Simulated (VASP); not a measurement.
# Pt (Fm-3m) in VASP: further runs, part 2 of 2

VASP 6.6.1.

**6. Single point, LDA**

The input, INCAR:

```
SYSTEM = Pt
  PREC = Accurate
  ENCUT = 520
  EDIFF = 1E-6
  ISMEAR = -1
  SIGMA = 0.1
  LREAL = .False.
  LASPH = .True.
  NELM = 60
  ALGO = Normal
  ISIF = 2
  LWAVE = .False.
  LCHARG = .False.
  NBANDS = 11
```

The input, KPOINTS:

```
Automatic mesh
0
Gamma
  14 14 14
  0 0 0
```

The input, POSCAR:

```
Pt
1.0
    0.0000000000      1.9474302067      1.9474302067
    1.9474302067      0.0000000000      1.9474302067
    1.9474302067      1.9474302067      0.0000000000
Pt
1
Direct
    0.0000000000      0.0000000000      0.0000000000
```

Potentials or basis: VASP PAW LDA potentials, release 64 (Pt).

Command:

```console
$ cat potpaw_LDA.64/Pt/POTCAR > POTCAR
$ mpirun -np 1 vasp_std > vasp.out
```

OUTCAR:

```text
SYSTEM = Pt
   PREC = Accurate
   ENCUT = 520
   EDIFF = 1E-6
   ISMEAR = -1
   LREAL = .False.
   LASPH = .True.
   NELM = 60
   ISIF = 2

 ion  position               nearest neighbor table
   1  0.000  0.000  0.000-

  LATTYP: Found a face centered cubic cell.
 ALAT       =     3.8948604134

  Lattice vectors:

 A1 = (   0.0000000000,   1.9474302067,   1.9474302067)
 A2 = (   1.9474302067,   0.0000000000,   1.9474302067)
 A3 = (   1.9474302067,   1.9474302067,   0.0000000000)

Analysis of symmetry for initial positions (statically):
=====================================================================
 Subroutine PRICEL returns:
 Original cell was already a primitive cell.

 Routine SETGRP: Setting up the symmetry group for a
 face centered cubic supercell.

 Subroutine GETGRP returns: Found 48 space group operations
 (whereof 48 operations were pure point group operations)
 out of a pool of 48 trial point group operations.

The static configuration has the point symmetry O_h .

Analysis of symmetry for dynamics (positions and initial velocities):
=====================================================================
 Subroutine PRICEL returns:
 Original cell was already a primitive cell.

 Routine SETGRP: Setting up the symmetry group for a
 face centered cubic supercell.

 Subroutine GETGRP returns: Found 48 space group operations
 (whereof 48 operations were pure point group operations)
 out of a pool of 48 trial point group operations.

The dynamic configuration has the point symmetry O_h .

 Subroutine INISYM returns: Found 48 space group operations
 (whereof 48 operations are pure point group operations),
 and found     1 'primitive' translations

----------------------------------------------------------------------------------------

                                     Primitive cell

  volume of cell :      14.7712

  direct lattice vectors                    reciprocal lattice vectors
     0.000000000  1.947430207  1.947430207    -0.256748611  0.256748611  0.256748611
     1.947430207  0.000000000  1.947430207     0.256748611 -0.256748611  0.256748611
     1.947430207  1.947430207  0.000000000     0.256748611  0.256748611 -0.256748611

  length of vectors
     2.754082210  2.754082210  2.754082210     0.444701639  0.444701639  0.444701639

  position of ions in fractional coordinates (direct lattice)
     0.000000000  0.000000000  0.000000000

  ion indices of the primitive-cell ions
   primitive index   ion index
                 1           1

----------------------------------------------------------------------------------------

 KPOINTS: Automatic mesh

Automatic generation of k-mesh.
 Grid dimensions read from file:
 generate k-points for:   14   14   14

 Generating k-lattice:

  Cartesian coordinates                     Fractional coordinates (reciprocal lattice)
    -0.018339186  0.018339186  0.018339186     0.071428571  0.000000000  0.000000000
     0.018339186 -0.018339186  0.018339186     0.000000000  0.071428571  0.000000000
     0.018339186  0.018339186 -0.018339186     0.000000000  0.000000000  0.071428571

  Length of vectors
     0.031764403  0.031764403  0.031764403

  Shift w.r.t. Gamma in fractional coordinates (k-lattice)
     0.000000000  0.000000000  0.000000000

 Subroutine IBZKPT returns following result:
 ===========================================

 Found    104 irreducible k-points:

 Following reciprocal coordinates:
            Coordinates               Weight
  0.000000  0.000000  0.000000      1.000000
  0.071429  0.000000  0.000000      8.000000
  0.142857  0.000000  0.000000      8.000000
  0.214286  0.000000  0.000000      8.000000
  0.285714  0.000000  0.000000      8.000000
  0.357143  0.000000  0.000000      8.000000
[... 16 lines left out ...]
  0.214286  0.142857  0.000000     24.000000
  0.285714  0.142857  0.000000     24.000000
 [... further k-points ...]
   k-points           NKPTS =    104   k-points in BZ     NKDIM =    104   number of bands    NBANDS=     11
   number of dos      NEDOS =    301   number of ions     NIONS =      1
   total plane-waves  NPLWV =   8000
   dimension x,y,z NGX =    20 NGY =   20 NGZ =   20
   dimension x,y,z NGXF=    40 NGYF=   40 NGZF=   40
   ions per type =               1
   NGX,Y,Z   is equivalent  to a cutoff of  12.07, 12.07, 12.07 a.u.
   NGXF,Y,Z  is equivalent  to a cutoff of  24.15, 24.15, 24.15 a.u.
 SYSTEM =  Pt
   PREC   = accura    normal or accurate (medium, high low for compatibility)
   ISTART =      0    job   : 0-new  1-cont  2-samecut
   ICHARG =      2    charge: 1-file 2-atom 10-const
   ISPIN  =      1    spin polarized calculation?
   LNONCOLLINEAR =      F non collinear calculations
   LSORBIT =      F    spin-orbit coupling
   LASPH  =      T    aspherical Exc in radial PAW
   ENCUT  =  520.0 eV  38.22 Ry    6.18 a.u.   5.12  5.12  5.12*2*pi/ulx,y,z
   NELM   =     60;   NELMIN=  2; NELMDL= -5     # of ELM steps
   EDIFF  = 0.1E-05   stopping-criterion for ELM
   LREAL  =      F    real-space projection
   EDIFFG = 0.1E-04   stopping-criterion for IOM
   NSW    =      0    number of steps for IOM
   IBRION =     -1    ionic relax: 0-MD 1-quasi-New 2-CG
   NFREE  =      0    steps in history (QN), initial steepest desc. (CG)
   ISIF   =      2    stress and relaxation
   ISYM   =      2    0-nonsym 1-usesym 2-fastsym
   POTIM  = 0.5000    time-step for ionic-motion
   TEBEG  =    0.0;   TEEND  =   0.0 temperature during run
   PSTRESS=    0.0 pullay stress
   NELECT =      10.0000    total number of electrons
   NUPDOWN=      -1.0000    fix difference up-down
   EMIN   =  10.00;   EMAX   =-10.00  energy-range for DOS
   EFERMI =   0.00;   METHOD = LEGACY
   ISMEAR =    -1;   SIGMA  =   0.10  broadening in eV -4-tet -1-fermi 0-gaus
   EFERMI_NEDOS =   21; number of points for ismear=-14 and -15
   IALGO  =     38    algorithm
   IMIX   =      4    mixing-type and parameters
     AMIX     =   0.40;   BMIX     =  1.00
     AMIX_MAG =   1.60;   BMIX_MAG =  1.00
  volume/ion in A,a.u.               =      14.77        99.68
  Fermi-wavevector in a.u.,A,eV,Ry     =   1.437484  2.716450 28.114526  2.066359
  Thomas-Fermi vector in A             =   2.556556
   LORBIT       =      0    0 simple, 1 ext, 2 COOP (PROOUT), +10 PAW based schemes
   GGA     = CA    functional components
   LHFCALC =     F    Hartree Fock is set to
   AEXX    =    0.0000 exact exchange contribution
   IVDW    =     0    specifies the selected vdW correction
   LEPSILON=     F    determine dielectric tensor
   LRPA    =     F    only Hartree local field effects (RPA)
 non-spin polarized calculation
  energy-cutoff  :      520.00
  volume of cell :       14.77
 maximum number of plane-waves:       411
   NGX = 11   NGY = 11   NGZ = 11

 number of electron      10.0000000 magnetization

 Free energy of the ion-electron system (eV)
  ---------------------------------------------------
  ext. energy  EPLUGINS =         0.00000000
  ---------------------------------------------------
  free energy    TOTEN  =        -7.53925901 eV

  energy without entropy =       -7.48882553  energy(sigma->0) =       -7.51404227

 E-fermi :  11.5538     XC(G=0): -13.8078

 val. band max:       11.5251037489   @ k =   0.5000   0.3571   0.0714
 cond. band min:      11.5596126662   @ k =   0.4286   0.1429   0.0000
 fundamental gap:      0.0345089172
 Fermi energy:        11.5538221947

 k-point     1 :       0.0000    0.0000    0.0000
  band No.  band energies     occupation
      1       1.0675      2.00000
      2       7.6010      2.00000
      3       7.6010      2.00000
      4       7.6010      2.00000
      5       9.8702      2.00000
      6       9.8702      2.00000
      7      26.1074      0.00000
      8      31.1478      0.00000
      9      31.1478      0.00000
     10      31.1478      0.00000
     11      36.6766      0.00000

 k-point     2 :       0.0714    0.0000    0.0000
  band No.  band energies     occupation
      1       1.2768      2.00000
      2       7.5068      2.00000
      3       7.6847      2.00000
      4       7.6847      2.00000
      5       9.8230      2.00000
      6       9.8230      2.00000
      7      26.4389      0.00000
      8      30.1326      0.00000
      9      31.4764      0.00000
     10      31.4764      0.00000
     11      37.7980      0.00000
[... 295 lines left out ...]
 k-point    24 :       0.2857    0.1429    0.0000
  band No.  band energies     occupation
      1       3.6462      2.00000
      2       6.4969      2.00000
      3       7.9673      2.00000
      4       8.5656      2.00000
      5       9.7376      2.00000
      6      10.6656      1.99972
      7      25.9130      0.00000
      8      28.9587      0.00000
      9      30.6304      0.00000
     10      31.9397      0.00000
     11      36.0752      0.00000

 [... further k-points ...]
[... 5 lines left out ...]
  --------------------------------------------------------------------------------------
  -------------------------------------------------------------------------------------
  Total        0.0726199      0.0726199      0.0726199     -0.0000000      0.0000000      0.0000000
  in kB        7.8768154      7.8768154      7.8768154     -0.0000000      0.0000000      0.0000000
  external PRESSURE =       7.8768154 kB  Pullay stress =       0.0000000 kB

 VOLUME and BASIS-vectors are now :
 -----------------------------------------------------------------------------
  energy-cutoff  :      520.00
  volume of cell :       14.77
      direct lattice vectors                 reciprocal lattice vectors
     0.000000000  1.947430207  1.947430207    -0.256748611  0.256748611  0.256748611
     1.947430207  0.000000000  1.947430207     0.256748611 -0.256748611  0.256748611
     1.947430207  1.947430207  0.000000000     0.256748611  0.256748611 -0.256748611

 POSITION                                       TOTAL-FORCE (eV/Angst)
 -----------------------------------------------------------------------------------
      0.00000      0.00000      0.00000         0.000000     -0.000000      0.000000
 -----------------------------------------------------------------------------------
    total drift:                                0.000000      0.000000      0.000000

  FREE ENERGIE OF THE ION-ELECTRON SYSTEM (eV)
  ---------------------------------------------------
  free  energy   TOTEN  =        -7.5392590134 eV

  energy  without entropy=       -7.4888255311  energy(sigma->0) =       -7.51404227
```

Run time: 9.8 s. Hardware: 1 thread of Intel Xeon Platinum 8488C (Sapphire Rapids), shared host; peak memory 0.13 GiB.

What came out:

- Free energy: -7.5393 eV
- Pressure: 0.8 GPa
- Band gap on the k mesh: zero (band 5 reaches 12.07 eV, above the bottom of band 6 at 9.75 eV)

Caveat: spin-orbit coupling is left out, which moves the levels of the heavy elements.

**7. Overview**

| smearing | gap on the mesh (eV) | pressure (GPa) |
| --- | --- | --- |
| methfessel-paxton 0.2 eV | none | 0.3 |
| methfessel-paxton 0.3 eV | none | 0.4 |
| methfessel-paxton 0.6 eV | none | 0.7 |
| methfessel-paxton 1 eV | none | 1.1 |
| fermi-dirac 0.1 eV | none | 0.8 |

Alike in all rows: task single point; level LDA; potentials or basis VASP PAW LDA potentials, release 64 (Pt); no spin polarisation; cell a = 2.754 Å, angles 60.0°, 1 atom; k mesh 14 × 14 × 14; cutoff (eV) 520.

Every run on the cell as given and a fine mesh finds a metal.

Caveats: spin-orbit coupling is left out, which moves the levels of the heavy elements.

Absolute energies hang on the potentials; compare differences alone.
